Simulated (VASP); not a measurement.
# As (Fm-3m) in VASP: further runs, part 2 of 2

VASP 6.6.1. The steps go on from the part before.

## 3. Single point, PBE

File INCAR:

```
PREC     = Accurate       # precision mode
ENCUT    = 520            # plane-wave cutoff, eV
EDIFF    = 1E-6           # SCF threshold, eV
ISMEAR   = -1             # smearing method
SIGMA    = 0.08           # smearing width, eV
LREAL    = F              # projectors in reciprocal space
LASPH    = T              # aspherical terms in the spheres
NELM     = 80             # most SCF steps
ALGO     = Normal         # electronic algorithm
ISIF     = 2              # what is computed and relaxed
LWAVE    = F              # write WAVECAR
LCHARG   = T              # write CHGCAR
GGA      = PE             # functional
LELF     = T              # ELF
LVHAR    = T            
NBANDS   = 8              # bands
```

File KPOINTS:

```
Automatic mesh
0
Gamma
  17 17 17
```

File POSCAR:

```
As
1.0
    0.0000000000      1.8995602850      1.8995602850
    1.8995602850      0.0000000000      1.8995602850
    1.8995602850      1.8995602850      0.0000000000
As
1
Direct
    0.0000000000      0.0000000000      0.0000000000
```

Potentials or basis: VASP PAW PBE potentials, release 64 (As).

The run is started by

```console
cat potpaw_PBE.64/As/POTCAR > POTCAR
mpirun -np 1 vasp_std > vasp.out
```

OUTCAR:

```text
PREC = Accurate
   ENCUT = 520
   EDIFF = 1E-6
   ISMEAR = -1
   LREAL = F
   LASPH = T
   NELM = 80
   ISIF = 2
   GGA = PE

 ion  position               nearest neighbor table
   1  0.000  0.000  0.000-

  LATTYP: Found a face centered cubic cell.
 ALAT       =     3.7991205700

  Lattice vectors:

 A1 = (   0.0000000000,   1.8995602850,   1.8995602850)
 A2 = (   1.8995602850,   0.0000000000,   1.8995602850)
 A3 = (   1.8995602850,   1.8995602850,   0.0000000000)

Analysis of symmetry for initial positions (statically):
=====================================================================
 Subroutine PRICEL returns:
 Original cell was already a primitive cell.

 Routine SETGRP: Setting up the symmetry group for a
 face centered cubic supercell.

 Subroutine GETGRP returns: Found 48 space group operations
 (whereof 48 operations were pure point group operations)
 out of a pool of 48 trial point group operations.

The static configuration has the point symmetry O_h .

Analysis of symmetry for dynamics (positions and initial velocities):
=====================================================================
 Subroutine PRICEL returns:
 Original cell was already a primitive cell.

 Routine SETGRP: Setting up the symmetry group for a
 face centered cubic supercell.

 Subroutine GETGRP returns: Found 48 space group operations
 (whereof 48 operations were pure point group operations)
 out of a pool of 48 trial point group operations.

The dynamic configuration has the point symmetry O_h .

 Subroutine INISYM returns: Found 48 space group operations
 (whereof 48 operations are pure point group operations),
 and found     1 'primitive' translations

----------------------------------------------------------------------------------------

                                     Primitive cell

  volume of cell :      13.7085

  direct lattice vectors                    reciprocal lattice vectors
     0.000000000  1.899560285  1.899560285    -0.263218811  0.263218811  0.263218811
     1.899560285  0.000000000  1.899560285     0.263218811 -0.263218811  0.263218811
     1.899560285  1.899560285  0.000000000     0.263218811  0.263218811 -0.263218811

  length of vectors
     2.686383918  2.686383918  2.686383918     0.455908354  0.455908354  0.455908354

  position of ions in fractional coordinates (direct lattice)
     0.000000000  0.000000000  0.000000000

  ion indices of the primitive-cell ions
   primitive index   ion index
                 1           1

----------------------------------------------------------------------------------------

 KPOINTS: Automatic mesh

Automatic generation of k-mesh.
 Grid dimensions read from file:
 generate k-points for:   17   17   17

 Generating k-lattice:

  Cartesian coordinates                     Fractional coordinates (reciprocal lattice)
    -0.015483459  0.015483459  0.015483459     0.058823529  0.000000000  0.000000000
     0.015483459 -0.015483459  0.015483459     0.000000000  0.058823529  0.000000000
     0.015483459  0.015483459 -0.015483459     0.000000000  0.000000000  0.058823529

  Length of vectors
     0.026818138  0.026818138  0.026818138

  Shift w.r.t. Gamma in fractional coordinates (k-lattice)
     0.000000000  0.000000000  0.000000000

 Subroutine IBZKPT returns following result:
 ===========================================

 Found    165 irreducible k-points:

 Following reciprocal coordinates:
            Coordinates               Weight
  0.000000  0.000000  0.000000      1.000000
  0.058824  0.000000  0.000000      8.000000
  0.117647  0.000000  0.000000      8.000000
  0.176471  0.000000  0.000000      8.000000
  0.235294  0.000000  0.000000      8.000000
  0.294118  0.000000  0.000000      8.000000
[... 16 lines left out ...]
 -0.176471  0.058824  0.000000     24.000000
 -0.117647  0.058824  0.000000     24.000000
 [... further k-points ...]
   k-points           NKPTS =    165   k-points in BZ     NKDIM =    165   number of bands    NBANDS=      8
   number of dos      NEDOS =    301   number of ions     NIONS =      1
   total plane-waves  NPLWV =   8000
   dimension x,y,z NGX =    20 NGY =   20 NGZ =   20
   dimension x,y,z NGXF=    40 NGYF=   40 NGZF=   40
   ions per type =               1
   NGX,Y,Z   is equivalent  to a cutoff of  12.38, 12.38, 12.38 a.u.
   NGXF,Y,Z  is equivalent  to a cutoff of  24.75, 24.75, 24.75 a.u.
 SYSTEM =  unknown system
   PREC   = accura    normal or accurate (medium, high low for compatibility)
   ISTART =      0    job   : 0-new  1-cont  2-samecut
   ICHARG =      2    charge: 1-file 2-atom 10-const
   ISPIN  =      1    spin polarized calculation?
   LNONCOLLINEAR =      F non collinear calculations
   LSORBIT =      F    spin-orbit coupling
   LASPH  =      T    aspherical Exc in radial PAW
   ENCUT  =  520.0 eV  38.22 Ry    6.18 a.u.   4.99  4.99  4.99*2*pi/ulx,y,z
   NELM   =     80;   NELMIN=  2; NELMDL= -5     # of ELM steps
   EDIFF  = 0.1E-05   stopping-criterion for ELM
   LREAL  =      F    real-space projection
   EDIFFG = 0.1E-04   stopping-criterion for IOM
   NSW    =      0    number of steps for IOM
   IBRION =     -1    ionic relax: 0-MD 1-quasi-New 2-CG
   NFREE  =      0    steps in history (QN), initial steepest desc. (CG)
   ISIF   =      2    stress and relaxation
   ISYM   =      2    0-nonsym 1-usesym 2-fastsym
   POTIM  = 0.5000    time-step for ionic-motion
   TEBEG  =    0.0;   TEEND  =   0.0 temperature during run
   PSTRESS=    0.0 pullay stress
   NELECT =       5.0000    total number of electrons
   NUPDOWN=      -1.0000    fix difference up-down
   EMIN   =  10.00;   EMAX   =-10.00  energy-range for DOS
   EFERMI =   0.00;   METHOD = LEGACY
   ISMEAR =    -1;   SIGMA  =   0.08  broadening in eV -4-tet -1-fermi 0-gaus
   EFERMI_NEDOS =   21; number of points for ismear=-14 and -15
   IALGO  =     38    algorithm
   IMIX   =      4    mixing-type and parameters
     AMIX     =   0.40;   BMIX     =  1.00
     AMIX_MAG =   1.60;   BMIX_MAG =  1.00
  volume/ion in A,a.u.               =      13.71        92.51
  Fermi-wavevector in a.u.,A,eV,Ry     =   1.169684  2.210382 18.614945  1.368160
  Thomas-Fermi vector in A             =   2.306153
   LORBIT       =      0    0 simple, 1 ext, 2 COOP (PROOUT), +10 PAW based schemes
   GGA     = PE    functional components
   LHFCALC =     F    Hartree Fock is set to
   AEXX    =    0.0000 exact exchange contribution
   IVDW    =     0    specifies the selected vdW correction
   LEPSILON=     F    determine dielectric tensor
   LRPA    =     F    only Hartree local field effects (RPA)
 non-spin polarized calculation
  energy-cutoff  :      520.00
  volume of cell :       13.71
 maximum number of plane-waves:       379
   NGX =  9   NGY =  9   NGZ =  9

 number of electron       4.9999999 magnetization

 Free energy of the ion-electron system (eV)
  ---------------------------------------------------
  ext. energy  EPLUGINS =         0.00000000
  ---------------------------------------------------
  free energy    TOTEN  =        -3.38540121 eV

  energy without entropy =       -3.37486932  energy(sigma->0) =       -3.38013526

 E-fermi :  10.9335     XC(G=0): -12.2855

 val. band max:       10.8595942130   @ k =  -0.4706   0.4706   0.0588
 cond. band min:      10.9463346584   @ k =  -0.4118   0.4706   0.0588
 fundamental gap:      0.0867404454
 Fermi energy:        10.9334564307

 k-point     1 :       0.0000    0.0000    0.0000
  band No.  band energies     occupation
      1      -7.8062      2.00000
      2      19.7208      0.00000
      3      19.7208      0.00000
      4      19.7208      0.00000
      5      24.6494      0.00000
      6      24.6494      0.00000
      7      24.6494      0.00000
      8      26.5973      0.00000

 k-point     2 :       0.0588    0.0000    0.0000
  band No.  band energies     occupation
      1      -7.6985      2.00000
      2      18.5302      0.00000
      3      19.5156      0.00000
      4      19.5156      0.00000
      5      24.2303      0.00000
      6      24.9778      0.00000
      7      24.9778      0.00000
      8      28.0580      0.00000
[... 221 lines left out ...]
 k-point    23 :      -0.1765    0.0588    0.0000
  band No.  band energies     occupation
      1      -6.5143      2.00000
      2      12.4561      0.00000
      3      16.5882      0.00000
      4      19.1590      0.00000
      5      23.9419      0.00000
      6      25.5718      0.00000
      7      26.5411      0.00000
      8      28.1096      0.00000

 k-point    24 :      -0.1176    0.0588    0.0000
  band No.  band energies     occupation
      1      -7.1240      2.00000
      2      15.1914      0.00000
      3      17.1813      0.00000
      4      19.6056      0.00000
      5      24.0051      0.00000
      6      25.3676      0.00000
      7      26.7808      0.00000
      8      28.4148      0.00000

 [... further k-points ...]
[... 5 lines left out ...]
  --------------------------------------------------------------------------------------
  -------------------------------------------------------------------------------------
  Total        4.8824901      4.8824901      4.8824901      0.0000000     -0.0000000     -0.0000000
  in kB      570.6406605    570.6406605    570.6406605      0.0000000     -0.0000000     -0.0000000
  external PRESSURE =     570.6406605 kB  Pullay stress =       0.0000000 kB

 VOLUME and BASIS-vectors are now :
 -----------------------------------------------------------------------------
  energy-cutoff  :      520.00
  volume of cell :       13.71
      direct lattice vectors                 reciprocal lattice vectors
     0.000000000  1.899560285  1.899560285    -0.263218811  0.263218811  0.263218811
     1.899560285  0.000000000  1.899560285     0.263218811 -0.263218811  0.263218811
     1.899560285  1.899560285  0.000000000     0.263218811  0.263218811 -0.263218811

 POSITION                                       TOTAL-FORCE (eV/Angst)
 -----------------------------------------------------------------------------------
      0.00000      0.00000      0.00000         0.000000      0.000000      0.000000
 -----------------------------------------------------------------------------------
    total drift:                                0.000000      0.000000     -0.000000

  FREE ENERGIE OF THE ION-ELECTRON SYSTEM (eV)
  ---------------------------------------------------
  free  energy   TOTEN  =        -3.3854012095 eV

  energy  without entropy=       -3.3748693160  energy(sigma->0) =       -3.38013526
```

It took 5.6 s on 1 thread of Intel Xeon 6975P-C (Granite Rapids), shared host; peak memory 0.13 GiB.

What came out:

```
Free energy : -3.3854 eV
Pressure    : 57.1 GPa
```

Levels at points of the mesh, in eV from the Fermi level:
| k point | band 1 | band 2 | band 3 | band 4 | band 5 | band 6 |
| --- | --- | --- | --- | --- | --- | --- |
| (0.00, 0.00, 0.00) | -18.74 | 8.79 | 8.79 | 8.79 | 13.72 | 13.72 |
